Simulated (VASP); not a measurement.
# CdS (F-43m) in VASP: single point with PBE

Aim: the single point of CdS with PBE.

Everything below comes from runs of VASP 6.6.1. Logs are shortened: lines on timing, memory, paths and dates and some standing lists are left out, and cuts for length are marked.

**1. The cell of the first run**

It takes space group F-43m (No. 216, cubic). The conventional cell has a = 6.007 Å, b = 6.007 Å, c = 6.007 Å, α = 90.00°, β = 90.00°, γ = 90.00°. Cd (site symmetry -43m) has 4 S at 2.60 Å within 3.4 Å. Within 3.4 Å of S (site symmetry -43m) lie 4 Cd at 2.60 Å.

**2. Single point, PBE (Se replaced by S, lengths x 0.966, strained)**

Input file INCAR:

```
SYSTEM = CdS
PREC = Accurate ; ENCUT = 520
EDIFF = 1E-6 ; ISMEAR = 0
SIGMA = 0.02 ; LREAL = .FALSE.
LASPH = .TRUE. ; NELM = 100
ALGO = Normal ; ISIF = 2
LWAVE = .FALSE. ; LCHARG = .FALSE.
GGA = PE ; NBANDS = 16
```

Input file KPOINTS:

```
Automatic mesh
0
G
  8 8 8
  0 0 0
```

Input file POSCAR:

```
CdS
1.0
    0.0000000000      3.0036515470      3.0036515470
    3.0036515470      0.0000000000      3.0036515470
    3.0036515470      3.0036515470      0.0000000000
Cd S
1 1
Direct
    0.0000000000      0.0000000000      0.0000000000
    0.7500000000      0.7500000000      0.7500000000
```

Potentials or basis: VASP PAW PBE potentials, release 64 (Cd, S).

On the command line:

```bash
$ cat potpaw_PBE.64/Cd/POTCAR potpaw_PBE.64/S/POTCAR > POTCAR
$ mpirun -np 1 vasp_std > vasp.out
```

OUTCAR:

```text
SYSTEM = CdS
   PREC = Accurate
   ENCUT = 520
   EDIFF = 1E-6
   ISMEAR = 0
   LREAL = .FALSE.
   LASPH = .TRUE.
   NELM = 100
   ISIF = 2
   GGA = PE

 ion  position               nearest neighbor table
   1  0.000  0.000  0.000-   2 2.60   2 2.60   2 2.60   2 2.60
   2  0.750  0.750  0.750-   1 2.60   1 2.60   1 2.60   1 2.60

  LATTYP: Found a face centered cubic cell.
 ALAT       =     6.0073030940

  Lattice vectors:

 A1 = (   0.0000000000,   3.0036515470,   3.0036515470)
 A2 = (   3.0036515470,   0.0000000000,   3.0036515470)
 A3 = (   3.0036515470,   3.0036515470,   0.0000000000)

Analysis of symmetry for initial positions (statically):
=====================================================================
 Subroutine PRICEL returns:
 Original cell was already a primitive cell.

 Routine SETGRP: Setting up the symmetry group for a
 face centered cubic supercell.

 Subroutine GETGRP returns: Found 24 space group operations
 (whereof 24 operations were pure point group operations)
 out of a pool of 48 trial point group operations.

The static configuration has the point symmetry T_d .

Analysis of symmetry for dynamics (positions and initial velocities):
=====================================================================
 Subroutine PRICEL returns:
 Original cell was already a primitive cell.

 Routine SETGRP: Setting up the symmetry group for a
 face centered cubic supercell.

 Subroutine GETGRP returns: Found 24 space group operations
 (whereof 24 operations were pure point group operations)
 out of a pool of 48 trial point group operations.

The dynamic configuration has the point symmetry T_d .

 Subroutine INISYM returns: Found 24 space group operations
 (whereof 24 operations are pure point group operations),
 and found     1 'primitive' translations

----------------------------------------------------------------------------------------

                                     Primitive cell

  volume of cell :      54.1974

  direct lattice vectors                    reciprocal lattice vectors
     0.000000000  3.003651547  3.003651547    -0.166464050  0.166464050  0.166464050
     3.003651547  0.000000000  3.003651547     0.166464050 -0.166464050  0.166464050
     3.003651547  3.003651547  0.000000000     0.166464050  0.166464050 -0.166464050

  length of vectors
     4.247804754  4.247804754  4.247804754     0.288324191  0.288324191  0.288324191

  position of ions in fractional coordinates (direct lattice)
     0.000000000  0.000000000  0.000000000
     0.750000000  0.750000000  0.750000000

  ion indices of the primitive-cell ions
   primitive index   ion index
                 1           1
                 2           2

----------------------------------------------------------------------------------------

 KPOINTS: Automatic mesh

Automatic generation of k-mesh.
 Grid dimensions read from file:
 generate k-points for:    8    8    8

 Generating k-lattice:

  Cartesian coordinates                     Fractional coordinates (reciprocal lattice)
    -0.020808006  0.020808006  0.020808006     0.125000000  0.000000000  0.000000000
     0.020808006 -0.020808006  0.020808006     0.000000000  0.125000000  0.000000000
     0.020808006  0.020808006 -0.020808006     0.000000000  0.000000000  0.125000000

  Length of vectors
     0.036040524  0.036040524  0.036040524

  Shift w.r.t. Gamma in fractional coordinates (k-lattice)
     0.000000000  0.000000000  0.000000000

 Subroutine IBZKPT returns following result:
 ===========================================

 Found     29 irreducible k-points:

 Following reciprocal coordinates:
            Coordinates               Weight
  0.000000  0.000000  0.000000      1.000000
  0.125000  0.000000  0.000000      8.000000
  0.250000  0.000000  0.000000      8.000000
  0.375000  0.000000  0.000000      8.000000
  0.500000  0.000000  0.000000      4.000000
  0.125000  0.125000  0.000000      6.000000
[... 16 lines left out ...]
  0.500000  0.250000  0.125000     48.000000
 -0.375000  0.250000  0.125000     24.000000
 [... further k-points ...]
   k-points           NKPTS =     29   k-points in BZ     NKDIM =     29   number of bands    NBANDS=     16
   number of dos      NEDOS =    301   number of ions     NIONS =      2
   total plane-waves  NPLWV =  32768
   dimension x,y,z NGX =    32 NGY =   32 NGZ =   32
   dimension x,y,z NGXF=    64 NGYF=   64 NGZF=   64
   ions per type =               1   1
   NGX,Y,Z   is equivalent  to a cutoff of  12.52, 12.52, 12.52 a.u.
   NGXF,Y,Z  is equivalent  to a cutoff of  25.05, 25.05, 25.05 a.u.
 SYSTEM =  CdS
   PREC   = accura    normal or accurate (medium, high low for compatibility)
   ISTART =      0    job   : 0-new  1-cont  2-samecut
   ICHARG =      2    charge: 1-file 2-atom 10-const
   ISPIN  =      1    spin polarized calculation?
   LNONCOLLINEAR =      F non collinear calculations
   LSORBIT =      F    spin-orbit coupling
   LASPH  =      T    aspherical Exc in radial PAW
   ENCUT  =  520.0 eV  38.22 Ry    6.18 a.u.   7.90  7.90  7.90*2*pi/ulx,y,z
   NELM   =    100;   NELMIN=  2; NELMDL= -5     # of ELM steps
   EDIFF  = 0.1E-05   stopping-criterion for ELM
   LREAL  =      F    real-space projection
   EDIFFG = 0.1E-04   stopping-criterion for IOM
   NSW    =      0    number of steps for IOM
   IBRION =     -1    ionic relax: 0-MD 1-quasi-New 2-CG
   NFREE  =      0    steps in history (QN), initial steepest desc. (CG)
   ISIF   =      2    stress and relaxation
   ISYM   =      2    0-nonsym 1-usesym 2-fastsym
   POTIM  = 0.5000    time-step for ionic-motion
   TEBEG  =    0.0;   TEEND  =   0.0 temperature during run
   PSTRESS=    0.0 pullay stress
   NELECT =      18.0000    total number of electrons
   NUPDOWN=      -1.0000    fix difference up-down
   EMIN   =  10.00;   EMAX   =-10.00  energy-range for DOS
   EFERMI =   0.00;   METHOD = LEGACY
   ISMEAR =     0;   SIGMA  =   0.02  broadening in eV -4-tet -1-fermi 0-gaus
   EFERMI_NEDOS =   21; number of points for ismear=-14 and -15
   IALGO  =     38    algorithm
   IMIX   =      4    mixing-type and parameters
     AMIX     =   0.40;   BMIX     =  1.00
     AMIX_MAG =   1.60;   BMIX_MAG =  1.00
  volume/ion in A,a.u.               =      27.10       182.87
  Fermi-wavevector in a.u.,A,eV,Ry     =   1.133721  2.142422 17.487879  1.285323
  Thomas-Fermi vector in A             =   2.270424
   LORBIT       =      0    0 simple, 1 ext, 2 COOP (PROOUT), +10 PAW based schemes
   GGA     = PE    functional components
   LHFCALC =     F    Hartree Fock is set to
   AEXX    =    0.0000 exact exchange contribution
   IVDW    =     0    specifies the selected vdW correction
   LEPSILON=     F    determine dielectric tensor
   LRPA    =     F    only Hartree local field effects (RPA)
 non-spin polarized calculation
 Gauss-broadening in eV      SIGMA  =   0.02
  energy-cutoff  :      520.00
  volume of cell :       54.20
 maximum number of plane-waves:      1476
   NGX = 15   NGY = 15   NGZ = 15

 number of electron      17.9999993 magnetization

 Free energy of the ion-electron system (eV)
  ---------------------------------------------------
  ext. energy  EPLUGINS =         0.00000000
  ---------------------------------------------------
  free energy    TOTEN  =        -6.13727926 eV

  energy without entropy =       -6.13727926  energy(sigma->0) =       -6.13727926

 E-fermi :   0.6899     XC(G=0):  -8.7427

 val. band max:        0.6010982918   @ k =   0.0000   0.0000   0.0000
 cond. band min:       1.5524468144   @ k =   0.0000   0.0000   0.0000
 fundamental gap:      0.9513485226
 Fermi energy:         0.6898933747

 k-point     1 :       0.0000    0.0000    0.0000
  band No.  band energies     occupation
      1     -11.2678      2.00000
      2      -6.8536      2.00000
      3      -6.8536      2.00000
      4      -6.8536      2.00000
      5      -6.4848      2.00000
      6      -6.4848      2.00000
[... 8 lines left out ...]
     15      11.9380      0.00000
     16      11.9380      0.00000

 k-point     2 :       0.1250    0.0000    0.0000
  band No.  band energies     occupation
      1     -11.2170      2.00000
      2      -6.8360      2.00000
      3      -6.8360      2.00000
      4      -6.8040      2.00000
      5      -6.4854      2.00000
      6      -6.4854      2.00000
[... 8 lines left out ...]
     15      11.3752      0.00000
     16      12.1994      0.00000

 k-point     3 :       0.2500    0.0000    0.0000
  band No.  band energies     occupation
      1     -11.0939      2.00000
      2      -6.7978      2.00000
      3      -6.7978      2.00000
      4      -6.6366      2.00000
      5      -6.4811      2.00000
      6      -6.4811      2.00000
[... 8 lines left out ...]
     15      11.1449      0.00000
     16      11.7046      0.00000

 k-point     4 :       0.3750    0.0000    0.0000
  band No.  band energies     occupation
      1     -10.9710      2.00000
      2      -6.7683      2.00000
      3      -6.7683      2.00000
      4      -6.4658      2.00000
      5      -6.4658      2.00000
      6      -6.3571      2.00000
[... 8 lines left out ...]
     15      11.9298      0.00000
     16      11.9298      0.00000
[... 324 lines left out ...]
 k-point    22 :       0.3750    0.2500    0.1250
  band No.  band energies     occupation
      1     -11.0036      2.00000
      2      -6.7551      2.00000
      3      -6.7358      2.00000
      4      -6.5887      2.00000
      5      -6.4731      2.00000
      6      -6.4310      2.00000
[... 8 lines left out ...]
     15      12.4115      0.00000
     16      14.1061      0.00000

 k-point    23 :       0.5000    0.2500    0.1250
  band No.  band energies     occupation
      1     -10.9069      2.00000
      2      -6.7277      2.00000
      3      -6.7080      2.00000
      4      -6.5284      2.00000
      5      -6.4581      2.00000
      6      -6.2314      2.00000
[... 8 lines left out ...]
     15      13.0198      0.00000
     16      13.4699      0.00000

 k-point    24 :      -0.3750    0.2500    0.1250
  band No.  band energies     occupation
      1     -10.8674      2.00000
      2      -6.7235      2.00000
      3      -6.6953      2.00000
      4      -6.5016      2.00000
      5      -6.4633      2.00000
      6      -6.0875      2.00000
[... 8 lines left out ...]
     15      12.6510      0.00000
     16      13.4787      0.00000

 [... further k-points ...]

------------------------ aborting loop because EDIFF is reached ----------------------------------------

  FORCE on cell =-STRESS in cart. coord.  units (eV):
  Direction    XX          YY          ZZ          XY          YZ          ZX
  --------------------------------------------------------------------------------------
  -------------------------------------------------------------------------------------
  Total       -0.5855155     -0.5855155     -0.5855155     -0.0000000      0.0000000      0.0000000
  in kB      -17.3089353    -17.3089353    -17.3089353     -0.0000000      0.0000000      0.0000000
  external PRESSURE =     -17.3089353 kB  Pullay stress =       0.0000000 kB

 VOLUME and BASIS-vectors are now :
 -----------------------------------------------------------------------------
  energy-cutoff  :      520.00
  volume of cell :       54.20
      direct lattice vectors                 reciprocal lattice vectors
     0.000000000  3.003651547  3.003651547    -0.166464050  0.166464050  0.166464050
     3.003651547  0.000000000  3.003651547     0.166464050 -0.166464050  0.166464050
     3.003651547  3.003651547  0.000000000     0.166464050  0.166464050 -0.166464050

 POSITION                                       TOTAL-FORCE (eV/Angst)
 -----------------------------------------------------------------------------------
      0.00000      0.00000      0.00000        -0.000000      0.000000     -0.000000
      4.50548      4.50548      4.50548         0.000000     -0.000000      0.000000
 -----------------------------------------------------------------------------------
    total drift:                                0.000000      0.000000      0.000000

  FREE ENERGIE OF THE ION-ELECTRON SYSTEM (eV)
  ---------------------------------------------------
  free  energy   TOTEN  =        -6.1372792629 eV

  energy  without entropy=       -6.1372792629  energy(sigma->0) =       -6.13727926
```

Wall time 16 s (1 thread of Intel Xeon Platinum 8488C (Sapphire Rapids), shared host); peak memory 0.18 GiB.

Results:

```
Free energy            : -6.1373 eV
Pressure               : -1.7 GPa
Band gap on the k mesh : 0.95 eV
```

Levels at points of the mesh, in eV from the valence-band top:
```
           k point  band 7  band 8  band 9  band 10  band 11  band 12
(0.00, 0.00, 0.00)    0.00    0.00    0.00     0.95     6.54     6.54
(0.50, 0.00, 0.00)   -3.90   -0.63   -0.63     2.87     6.99     6.99
(0.50, 0.50, 0.00)   -3.58   -1.59   -1.59     3.69     4.21     8.88
```

Caveat: the cell differs from its parent crystal (Se replaced by S, lengths x 0.966, strained).
